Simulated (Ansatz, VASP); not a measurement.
# Two plane-wave programs on Na3Rh

INCAR

```
SYSTEM = Na3Rh
PREC = Accurate
ENCUT = 600
EDIFF = 1E-7
ISMEAR = 0
SIGMA = 0.1
LREAL = .FALSE.
LASPH = .TRUE.
NELM = 80
ALGO = Normal
ISIF = 3
LWAVE = .FALSE.
LCHARG = .FALSE.
GGA = PE
IBRION = 2
NSW = 90
EDIFFG = -0.04
```

KPOINTS

```
Automatic mesh
0
G
  4 4 4
  0 0 0
```

The input POSCAR:

```
Na3Rh
1.0
    4.1682440746      0.0000000000      0.0000000000
    0.0000000000      4.1682440746      0.0000000000
    0.0000000000      0.0000000000      4.1254003433
Na Rh
3 1
Direct
    0.0000000000      0.5000000000      0.5000000000
    0.5000000000      0.0000000000      0.5000000000
    0.5000000000      0.5000000000      0.0000000000
    0.0000000000      0.0000000000      0.0000000000
```

Input for Ansatz:

```yaml
crystal:
  lattice:
    - [4.1682440746, 0.0, 0.0]
    - [0.0, 4.1682440746, 0.0]
    - [0.0, 0.0, 4.1254003433]
  atoms:
    - { symbol: Na, position: [0.0, 0.5, 0.5] }
    - { symbol: Na, position: [0.5, 0.0, 0.5] }
    - { symbol: Na, position: [0.5, 0.5, 0.0] }
    - { symbol: Rh, position: [0.0, 0.0, 0.0] }
basis:
  ecutwfc: 420
kpoints:
  mp_grid: { grid: [4, 4, 4] }
hamiltonian:
  xc: pbe
scf:
  occupations: { method: gaussian, width: 0.1 }
  lower_state_search: "off"
output:
  forces: true
  stress: true
  eigenvalues: true
relax:
  adjacent_minimum: "off"
  f_tol: 0.04
  max_steps: 70
  cell: { stress_tol: 0.4 }
```

Alike in both runs: task relaxation of cell and atoms; functional PBE; k mesh 4 × 4 × 4; occupations gaussian, width 0.1 eV; no spin polarisation.

|  | VASP | Ansatz |
| --- | --- | --- |
| version | VASP 6.6.1 | Ansatz 0.2.0 |
| potentials or method | VASP PAW PBE potentials, release 64 (Na_pv, Rh_pv), cutoff 600 eV | scalar-relativistic, plane waves, PAW |
| valence electrons in the cell | 36 | 44 |

|  | VASP | Ansatz | Ansatz less VASP |
| --- | --- | --- | --- |
| gap on the k mesh at the Fermi level, each at its own relaxed structure (eV) | none | none | - |
| relaxed volume (Å³/atom) | 22.61 | 22.42 | -0.190 |
| relaxed cell length with the largest relative difference (Å) | 4.452 | 4.431 | -0.0218 |

A gap of «none» marks a metal or a gap that the smearing closes. VASP's potentials hold 36 valence electrons a cell and Ansatz's 44, so a difference there can come from the potentials and not from the codes.

The k mesh is coarse, so the values compare programs but aren't converged. Noted on VASP's run: the volume moved by over 15 % at a fixed basis, so the end points are rough.
